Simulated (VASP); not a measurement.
## KF: single point with LDA

The system is KF.

```
CELL_PARAMETERS angstrom
3.15705 0.00000 0.00000
0.00000 3.15705 0.00000
0.00000 0.00000 3.47275
ATOMIC_POSITIONS crystal
K 0.00000 0.00000 0.00000
F 0.50000 0.50000 0.50000
```

This cell differs from its parent crystal: ratio of the length along z to the lengths across it x 1.1, volume and fractional coordinates fixed.

```
Program                : VASP 6.6.1
Task                   : single point
Functional             : LDA
Potentials or basis    : VASP PAW LDA potentials, release 64 (K_sv, F)
Cutoff                 : 520 eV
k mesh                 : 8 × 8 × 8
Occupations            : gaussian, width 0.05 eV
Spin                   : no spin polarisation
Dipole correction      : no
Further INCAR settings : ALGO = Normal; EDIFF = 1e-07; NBANDS = 15
```

```
Pressure               : -5.7 GPa
Band gap on the k mesh : 5.71 eV, indirect (least direct gap 5.77 eV)
```

Stress tensor (GPa, compression positive):
```
 -2.98   0.00   0.00
  0.00  -2.98   0.00
  0.00   0.00 -11.02
```

Levels at points of the mesh, in eV from the valence-band top:
```
           k point  band 6  band 7  band 8  band 9  band 10  band 11
(0.00, 0.00, 0.00)   -0.37   -0.06   -0.06    5.71     7.81     7.97
(0.50, 0.00, 0.00)   -1.42   -0.54   -0.11    8.85     9.42    10.49
(0.50, 0.50, 0.00)   -0.77   -0.77   -0.30    7.50     8.92    10.93
(0.00, 0.00, 0.50)   -1.40   -0.18   -0.18    8.37     8.65    10.14
(0.50, 0.00, 0.50)   -0.82   -0.70    0.00    8.30     8.40    11.61
(0.50, 0.50, 0.50)   -1.21   -1.21   -1.16    9.33    10.39    10.39
```

Run time: 17 s on 1 thread of Intel(R) Xeon(R) Platinum 8375C CPU @ 2.90GHz (Ice Lake), on a shared host, peak memory 0.16 GiB.

 A k mesh can miss the band edges.
